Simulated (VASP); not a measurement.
A run of VASP 6.6.1 is set up as follows.

File INCAR:

```
SYSTEM = Ge
PREC = Accurate ; ENCUT = 520
EDIFF = 1E-6 ; ISMEAR = -1
SIGMA = 0.05 ; LREAL = .False.
LASPH = .True. ; NELM = 100
ALGO = Normal ; ISIF = 2
LWAVE = .False. ; LCHARG = .False.
GGA = PE ; IVDW = 13
NBANDS = 13
```

File KPOINTS:

```
Automatic mesh
0
Gamma
  12 12 12
  0 0 0
```

POSCAR

```
Ge
1.0
   -1.5557455324      1.5557455324      1.9250435228
    1.5557455324     -1.5557455324      1.9250435228
    1.5557455324      1.5557455324     -1.9250435228
Ge
1
Direct
    0.5000000000      0.5000000000      0.0000000000
```

Potentials or basis: VASP PAW PBE potentials, release 64 (Ge_d).

Launch:

```bash
$ cat potpaw_PBE.64/Ge_d/POTCAR > POTCAR
$ mpirun -np 1 vasp_std > vasp.out
```

(1) Estimate the dispersion energy per atom.

(2) Estimate the pressure.

(3) Predict the band gap on the k mesh.

## Answers

(1) -0.385 eV.

(2) 0.0 GPa.

(3) zero (band 7 reaches 15.92 eV, above the bottom of band 8 at 4.21 eV).

Caveat: pairwise dispersion overbinds metals, which lowers pressure and volume.
